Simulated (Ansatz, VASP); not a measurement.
**One calculation of La, two programs**

```
CELL_PARAMETERS angstrom
3.65881 0.00000 0.00000
-1.82941 3.16863 0.00000
0.00000 0.00000 11.71921
ATOMIC_POSITIONS crystal
La 0.00000 0.00000 0.00000
La 0.00000 0.00000 0.50000
La 0.33333 0.66667 0.25000
La 0.66667 0.33333 0.75000
```

Alike in both runs: functional PBEsol; k mesh 14 × 14 × 4; occupations gaussian, width 0.05 eV; no spin polarisation.

Ansatz relaxed the structure, and its values are those at the end. VASP's run is a single point on that final structure, the one shown.

|  | VASP | Ansatz |
| --- | --- | --- |
| version | VASP 6.6.1 | Ansatz 0.2.0 |
| potentials or method | VASP PAW PBE potentials, release 64 (La), cutoff 520 eV | scalar-relativistic, plane waves, PAW |
| valence electrons in the cell | 44 | 44 |

|  | VASP | Ansatz | Ansatz less VASP |
| --- | --- | --- | --- |
| pressure (GPa) | 0.1 | 0.0 | -0.08 |

VASP's potentials were made for PBE, not for PBEsol. The functional is the same, so the differences come from potentials, cutoffs and numerics.

Neither program's run includes spin-orbit coupling.
